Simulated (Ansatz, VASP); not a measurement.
## Cd: VASP beside Ansatz

```xyz
2
Lattice="3.0007 0.0000 0.0000 -1.5004 2.5987 0.0000 0.0000 0.0000 5.9262" Properties=species:S:1:pos:R:3 pbc="T T T"
Cd    0.0000    1.7325    1.4815
Cd    1.5004    0.8662    4.4446
```

Alike in both runs: task single point; functional PBE; k mesh 12 × 12 × 6; no spin polarisation.

|  | VASP | Ansatz |
| --- | --- | --- |
| version | VASP 6.6.1 | Ansatz 0.2.0 |
| potentials or method | VASP PAW PBE potentials, release 64 (Cd), cutoff 520 eV | plane waves (420 eV) with PAW, scalar-relativistic |
| occupations | methfessel-paxton of order 1, width 0.03 eV | cold, width 0.03 eV |
| valence electrons in the cell | 24 | 40 |

Ansatz gave:

```
pressure (GPa)                                                : -0.1
traceless stress, the component that is largest in VASP (GPa) : 0.00
```

Problem. Estimate VASP's values.

Solution. Pressure (GPa): 0.2; traceless stress, the component that is largest in VASP (GPa): -0.14.

VASP's potentials hold 24 valence electrons a cell and Ansatz's 40, so a difference there can come from the potentials and not from the codes.
